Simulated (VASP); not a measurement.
Here is a VASP 6.6.1 calculation.

Contents of INCAR:

```
PREC = Accurate
ENCUT = 520
EDIFF = 1E-7
ISMEAR = 0
SIGMA = 0.15
LREAL = F
LASPH = T
NELM = 150
ALGO = Fast
ISIF = 2
LWAVE = F
LCHARG = T
ISPIN = 2
MAGMOM = 0.125
LORBIT = 11
NUPDOWN = 0.125
LMAXMIX = 4
GGA = PE
LELF = T
LVHAR = T
NBANDS = 15
```

The input KPOINTS:

```
regular mesh
0
Gamma
  24 24 24
```

File POSCAR:

```
Ni
1.0
    0.0000000000      1.6465492621      1.6465492621
    1.6465492621      0.0000000000      1.6465492621
    1.6465492621      1.6465492621      0.0000000000
Ni
1
Direct
    0.0000000000      0.0000000000      0.0000000000
```

Potentials or basis: VASP PAW PBE potentials, release 64 (Ni).

Run with:

```sh
$ cat potpaw_PBE.64/Ni/POTCAR > POTCAR
$ mpirun -np 1 vasp_std > vasp.out
```

(1) What does it give for the pressure?

Answers

(1) 62.0 GPa.

Caveat: the total moment is fixed, so each spin has its own Fermi level.
